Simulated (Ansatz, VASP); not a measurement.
**Two plane-wave programs on NaF**

```xyz
2
Lattice="2.7935 0.0000 0.0000 0.0000 2.7935 0.0000 0.0000 0.0000 2.7935" Properties=species:S:1:pos:R:3 pbc="T T T"
Na    0.0000    0.0000    0.0000
F     1.3967    1.3967    1.3967
```

Alike in both runs: task single point; functional PBE-based global hybrid; k mesh 4 × 4 × 4; no spin polarisation.

|  | VASP | Ansatz |
| --- | --- | --- |
| version | VASP 6.6.1 | Ansatz 0.2.0 |
| potentials or method | VASP PAW PBE potentials, release 64 (Na_pv, F) | plane waves |
| plane-wave cutoff (eV) | 520 | 420 |
| occupations | gaussian, width 0.01 eV | fixed |
| valence electrons in the cell | 14 | 16 |

|  | VASP | Ansatz | Ansatz less VASP |
| --- | --- | --- | --- |
| gap on the k mesh at the Fermi level (eV) | 7.29 | 7.30 | +0.013 |
| pressure (GPa) | 3.2 | 3.3 | +0.11 |

VASP's potentials were made for PBE, not for PBE-based global hybrid. VASP's potentials hold 14 valence electrons a cell and Ansatz's 16, so a difference there can come from the potentials and not from the codes. Ansatz's warnings: stress exchange threshold loose, stress scf threshold loose.

The k mesh is coarse, so the values compare programs but aren't converged.
